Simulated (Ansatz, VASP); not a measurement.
**Hf: VASP beside Ansatz**

File INCAR:

```
PREC = Accurate
ENCUT = 520
EDIFF = 1E-6
ISMEAR = 1
SIGMA = 1.0
LREAL = F
LASPH = T
NELM = 100
ALGO = Normal
ISIF = 2
LWAVE = F
LCHARG = F
GGA = CA
NBANDS = 17
```

The input KPOINTS:

```
Automatic mesh
0
Gamma
  12 12 7
```

The input POSCAR:

```
Hf
1.0
    3.1183974891      0.0000000000      0.0000000000
   -1.5591987445      2.7006114446      0.0000000000
    0.0000000000      0.0000000000      4.9475473504
Hf
2
Direct
    0.3333333333      0.6666666667      0.2500000000
    0.6666666667      0.3333333333      0.7500000000
```

Input for Ansatz:

```yaml
crystal:
  lattice:
    - [3.1183974891, 0.0, 0.0]
    - [-1.5591987445, 2.7006114446, 0.0]
    - [0.0, 0.0, 4.9475473504]
  atoms:
    - { symbol: Hf, position: [0.3333333333, 0.6666666667, 0.25] }
    - { symbol: Hf, position: [0.6666666667, 0.3333333333, 0.75] }
hamiltonian:
  xc: lda
  pseudopotentials:
    kind: paw
    azcp:
      Hf: "pseudopotentials/Hf.paw.azcp"
basis:
  ecutwfc: 420
  fft_grid_basis: typed
kpoints:
  mp_grid: { grid: [12, 12, 7], shift: [0, 0, 0] }
magnetization:
  spin_polarized: false
scf:
  occupations: { method: cold, width: 1.0 }
  lower_state_search: "off"
output:
  stress: true
```

Alike in both runs: task single point; functional LDA; k mesh 12 × 12 × 7; no spin polarisation.

```csv
,VASP,Ansatz
version,VASP 6.6.1,Ansatz 0.2.0
potentials or method,"VASP PAW LDA potentials, release 64 (Hf_pv), cutoff 520 eV","plane waves (420 eV) with PAW, scalar-relativistic"
occupations,"methfessel-paxton of order 1, width 1 eV","cold, width 1 eV"
valence electrons in the cell,20,52
```

VASP gave:

- pressure (GPa): -0.2
- traceless stress, the component that is largest in VASP (GPa): 0.72

Question: What did Ansatz give for the same quantities?

Answer: Pressure (GPa): 0.0; traceless stress, the component that is largest in VASP (GPa): 0.70.

Ansatz warns that its potentials were made for another functional, while VASP's fit it. LDA's correlation is that of Perdew and Zunger in VASP and of Perdew and Wang (1992) in Ansatz. VASP's potentials hold 20 valence electrons a cell and Ansatz's 52, so a difference there can come from the potentials and not from the codes.

Spin-orbit coupling is off throughout.
